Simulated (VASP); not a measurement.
The system is C.

```
C
1.0
     1.22803    0.70900    3.34701
    -1.22803    0.70900    3.34701
     0.00000   -1.41800    3.34701
C
2
Direct
  0.16400 0.16400 0.16400
  0.83600 0.83600 0.83600
```

Program: VASP 6.6.1. Alike in all runs: level PBE; potentials or basis VASP PAW PBE potentials, release 64 (C); no spin polarisation; cell as given; cutoff (eV) 520; smearing fermi-dirac 0.03 eV. Hardware: 1 thread of AMD EPYC 7R13, on a shared host.

Order these runs on this cell by their wall time, lowest first.
A. task electric field gradients; k mesh 24 × 24 × 24
B. task single point; k mesh 5 × 5 × 5
C. task electric field gradients; k mesh 8 × 8 × 8
D. task single point; k mesh 13 × 13 × 13

B (14 s), C (38 s), D (140 s), A (730 s).

Caveats: some runs use coarse meshes.
